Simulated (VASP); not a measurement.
Input of a VASP 6.6.1 run:

INCAR

```
SYSTEM = AlN
PREC = Accurate
ENCUT = 520
EDIFF = 1E-6
ISMEAR = 0
SIGMA = 0.01
LREAL = .False.
LASPH = .True.
NELM = 80
ALGO = Normal
ISIF = 2
LWAVE = .False.
LCHARG = .False.
GGA = PE
NBANDS = 11
```

The input KPOINTS:

```
regular mesh
0
Gamma
  6 6 6
  0 0 0
```

The input POSCAR:

```
AlN
1.0
    0.0000000000      2.1848764128      2.2176495589
    2.1848764128      0.0000000000      2.2176495589
    2.1848764128      2.1848764128      0.0000000000
Al N
1 1
Direct
    0.0000000000      0.0000000000      0.0000000000
    0.2500000000      0.2500000000      0.2500000000
```

Potentials or basis: VASP PAW PBE potentials, release 64 (Al, N).

Launch:

```bash
$ cat potpaw_PBE.64/Al/POTCAR potpaw_PBE.64/N/POTCAR > POTCAR
$ mpirun -np 1 vasp_std > vasp.out
```

**Question.** What does it give for the band gap on the k mesh?

**Answer.** 3.26 eV, indirect (least direct gap 4.03 eV).

**Question.** Predict the pressure.

**Answer.** 1.3 GPa.

Stress tensor (GPa, compression positive):
```
 1.95  0.00  0.00
 0.00  1.95  0.00
 0.00  0.00 -0.13
```

Caveat: the cell differs from its parent crystal (uniaxial z strain +1.5%). A k mesh can miss the band edges.
